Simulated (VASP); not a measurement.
# H4C10F in VASP: notebook, part 2 of 2

VASP 6.6.1. Earlier steps stand in the parts before.

## Step 3: Single point, LDA

The input, INCAR:

```
SYSTEM = H4C10F
ALGO = Normal
EDIFF = 1E-6
ENCUT = 520
ISIF = 2
ISMEAR = -1
LASPH = .True.
LCHARG = .False.
LREAL = Auto
LWAVE = .False.
NBANDS = 72
NELM = 80
PREC = Accurate
SIGMA = 0.05
```

The input, KPOINTS:

```
k-points
0
Gamma
  2 2 1
  0 0 0
```

The input, POSCAR:

```
H4C10F
1.0
    5.0487420000      0.0000000000      0.0000000000
    0.0000000000      5.0487420000      0.0000000000
    0.0000000000      0.0000000000     17.1647000000
H C F
8 20 2
Direct
    0.4277897346      0.0000000000      0.0582591015
    0.0722160095      0.0000000000      0.0582591015
    0.9277954786      0.0000000000      0.0582591015
    0.5722217535      0.0000000000      0.0582591015
    0.4277897346      0.5000057440      0.0582591015
    0.0722160095      0.5000057440      0.0582591015
    0.9277954786      0.5000057440      0.0582591015
    0.5722217535      0.5000057440      0.0582591015
    0.2500028720      0.0000000000      0.0952361533
    0.7500086160      0.0000000000      0.0952361533
    0.2500028720      0.5000057440      0.0952361533
    0.7500086160      0.5000057440      0.0952361533
    0.2500028720      0.2500028720      0.1472324014
    0.7500086160      0.2500028720      0.1472324014
    0.2500028720      0.7500086160      0.1472324014
    0.7500086160      0.7500086160      0.1472324014
   -0.0056053567      0.2575889202      0.1942416704
    0.4956482229      0.2437636940      0.1966011640
    0.0052488323      0.7582284854      0.2023688151
    0.4999661302      0.7439080864      0.2038777258
    0.0025748989      0.0306809102      0.2503917925
    0.5085029102      0.0222827786      0.2509277762
    0.0113493619      0.4992134674      0.2517201000
    0.5088792416      0.4927167996      0.2534154398
    0.2538057995      0.1046993489      0.2949483533
    0.7600309146      0.1133153566      0.2988983204
    0.2498840305      0.4127959004      0.2931423212
    0.7563468286      0.4207780869      0.2963698754
    0.2448728812      0.0075860482      0.3696773028
    0.7289340592      0.0149146065      0.3745477637
```

Potentials or basis: VASP PAW LDA potentials, release 64 (H, C, F).

The run is started by

```sh
> cat potpaw_LDA.64/H/POTCAR potpaw_LDA.64/C/POTCAR potpaw_LDA.64/F/POTCAR > POTCAR
> mpirun -np 1 vasp_std > vasp.out
```

Run time: 8.1 min. Hardware: 1 thread of Oxide Virtual Turin-like, shared host; peak memory 0.36 GiB.

Results (log left out):

```
Free energy            : -219.4873 eV
Largest force          : 9.020 eV/Å
Band gap on the k mesh : zero (bands 51 and 52 overlap by 0.17 eV)
```

Forces on the atoms (eV/Å):
```
H   -9.006  0.040  0.038
H    8.988 -0.074  0.033
H   -8.978 -0.019  0.051
H    9.017 -0.007  0.015
H   -8.985  0.089  0.030
H    8.991 -0.010  0.054
H   -9.012  0.009  0.021
H    9.019  0.065  0.026
C    0.160 -0.157  1.529
C   -0.131 -0.205  1.613
C    0.160  0.068  1.568
C   -0.058  0.128  1.488
C   -0.386  0.226 -3.071
C   -0.791  0.483 -3.229
C    0.332  0.207  0.381
C    0.229 -0.032  0.431
C    0.784 -0.252  0.027
C    0.874  1.535 -1.629
C   -0.719 -0.036  0.254
C    0.771  1.859 -0.471
C    0.350 -1.237  0.401
C   -0.632 -1.030  0.888
C   -1.429  0.226  0.475
C   -0.867  0.089  0.792
C    0.045 -0.397  1.341
C   -1.400 -1.144  0.820
C    1.586  0.000 -1.302
C    0.402 -0.271 -1.753
F   -0.200 -0.245  0.026
F    0.885  0.092 -0.846
```

Levels at points of the mesh, in eV from the Fermi level:
| k point | band 48 | band 49 | band 50 | band 51 | band 52 | band 53 | band 54 | band 55 |
| --- | --- | --- | --- | --- | --- | --- | --- | --- |
| (0.00, 0.00, 0.00) | -2.23 | -0.86 | -0.76 | -0.38 | 0.04 | 2.27 | 3.52 | 3.68 |
| (0.50, 0.00, 0.00) | -2.80 | -2.44 | -2.42 | -0.17 | -0.03 | 3.38 | 3.41 | 4.18 |
| (0.00, 0.50, 0.00) | -2.19 | -0.60 | -0.48 | -0.30 | 0.20 | 2.96 | 3.02 | 3.41 |
| (0.50, 0.50, 0.00) | -3.31 | -2.93 | -2.89 | 0.14 | 0.24 | 3.90 | 3.94 | 3.98 |

Caveat: the k points lie up to 0.62 Å⁻¹ apart; there is no dipole correction, which matters where the two faces differ.

## Step 4: Single point, LDA

The input, INCAR:

```
SYSTEM = H4C10F
ALGO     = Normal         ! electronic algorithm
EDIFF    = 1E-6           ! SCF threshold, eV
ENCUT    = 520            ! plane-wave cutoff, eV
ISIF     = 2              ! what is computed and relaxed
ISMEAR   = -1             ! smearing method
LASPH    = .TRUE.         ! aspherical terms in the spheres
LCHARG   = .FALSE.        ! write CHGCAR
LREAL    = Auto         
LWAVE    = .FALSE.        ! write WAVECAR
NBANDS   = 72             ! bands
NELM     = 60             ! most SCF steps
PREC     = Accurate       ! precision mode
SIGMA    = 0.05           ! smearing width, eV
```

The input, KPOINTS:

```
k-points
0
G
  2 2 1
  0 0 0
```

The input, POSCAR:

```
H4C10F
1.0
    5.0487420000      0.0000000000      0.0000000000
    0.0000000000      5.0487420000      0.0000000000
    0.0000000000      0.0000000000     17.1647000000
H C F
8 20 2
Direct
    0.4277897346      0.0000000000      0.0582591015
    0.0722160095      0.0000000000      0.0582591015
    0.9277954786      0.0000000000      0.0582591015
    0.5722217535      0.0000000000      0.0582591015
    0.4277897346      0.5000057440      0.0582591015
    0.0722160095      0.5000057440      0.0582591015
    0.9277954786      0.5000057440      0.0582591015
    0.5722217535      0.5000057440      0.0582591015
    0.2500028720      0.0000000000      0.0952361533
    0.7500086160      0.0000000000      0.0952361533
    0.2500028720      0.5000057440      0.0952361533
    0.7500086160      0.5000057440      0.0952361533
    0.2500028720      0.2500028720      0.1472324014
    0.7500086160      0.2500028720      0.1472324014
    0.2500028720      0.7500086160      0.1472324014
    0.7500086160      0.7500086160      0.1472324014
   -0.0008516973      0.2434863972      0.1893479059
    0.4970743207      0.2557072633      0.1898897155
    0.0081802556      0.7587830790      0.2039301590
    0.5032936918      0.7584265546      0.1978362570
   -0.0079623795      0.0229958275      0.2466632100
    0.4926969926      0.0319683596      0.2466632100
    0.0031096855      0.4957670643      0.2560895326
    0.4930337102      0.4909539842      0.2482653353
    0.2425554722      0.0970736869      0.2933811835
    0.7514545207      0.0957664305      0.2979661748
    0.2456057370      0.4074084198      0.2893613055
    0.7443834524      0.4193519891      0.2862560954
    0.2586386866     -0.0101015263      0.3637756559
    0.7223779706     -0.0232137035      0.3691704487
```

The run is started by

```sh
> cat potpaw_LDA.64/H/POTCAR potpaw_LDA.64/C/POTCAR potpaw_LDA.64/F/POTCAR > POTCAR
> mpirun -np 1 vasp_std > vasp.out
```

It took 8.2 min on 1 thread of Oxide Virtual Turin-like, shared host; peak memory 0.36 GiB.

Results (log left out):

```yaml
Free_energy: -219.0249 eV
Largest_force: 9.105 eV/Å
Band_gap_on_the_k_mesh: 0.10 eV (least direct gap 0.28 eV)
```

Forces in eV/Å, atoms in the order of the input:
```
H   -8.988 -0.023  0.057
H    9.105  0.022  0.031
H   -9.099 -0.002  0.034
H    8.982 -0.018  0.065
H   -9.048  0.048  0.119
H    9.079  0.051  0.038
H   -9.089  0.066  0.045
H    9.078  0.040  0.081
C   -0.289 -0.344  0.835
C    0.233 -0.349  0.938
C   -0.400  0.262  0.998
C    0.198  0.272  0.968
C   -0.289  0.451 -5.577
C   -0.530  0.625 -5.427
C    0.355  0.539 -0.422
C    0.739  0.225 -0.312
C   -0.504  0.469  3.204
C    0.661 -0.574  2.054
C   -1.424 -1.237 -0.645
C   -1.045 -0.373  2.083
C    1.122 -0.968  2.139
C    1.248 -1.937  0.360
C   -1.279  2.043 -1.185
C    0.727  1.039 -0.650
C    0.850  0.926 -1.178
C   -2.347  0.713 -1.953
C    0.731 -0.326  0.554
C    0.793 -1.554  1.727
F   -0.744 -0.664  1.517
F    1.174  0.579 -0.498
```

Levels at points of the mesh, in eV from the valence-band top:
```tsv
k point	band 47	band 48	band 49	band 50	band 51	band 52	band 53	band 54	band 55	band 56
(0.00, 0.00, 0.00)	-2.78	-2.52	-1.22	-0.87	-0.77	0.11	1.90	2.75	3.18	3.43
(0.50, 0.00, 0.00)	-3.20	-2.93	-2.78	-2.58	-0.30	0.10	3.03	3.08	3.92	4.07
(0.00, 0.50, 0.00)	-3.33	-2.58	-1.05	-0.76	-0.57	0.23	2.56	2.66	2.88	3.17
(0.50, 0.50, 0.00)	-3.71	-3.48	-3.18	-3.15	0.00	0.28	3.54	3.57	3.58	3.61
```

Caveat: the k points lie up to 0.62 Å⁻¹ apart; the atoms stand as in a frame of molecular dynamics; there is no dipole correction, which matters where the two faces differ.

## Step 5: The runs side by side

| cell | gap on the mesh (eV) | largest force (eV/Å) |
| --- | --- | --- |
| as given, atomic positions A | 0.03 | 9.07 |
| as given, atomic positions B | none | 9.02 |
| as given, atomic positions C | 0.10 | 9.10 |

Alike in all rows: task single point; level LDA; potentials or basis VASP PAW LDA potentials, release 64 (H, C, F); no spin polarisation; k mesh 2 × 2 × 1; cutoff (eV) 520; smearing fermi-dirac 0.05 eV.

Caveats: all runs use coarse meshes; there is no dipole correction, which matters where the two faces differ; the atoms stand as in a frame of molecular dynamics (at least some runs).

Total energies depend on the potentials used, so only differences within one code and one set of settings carry meaning.
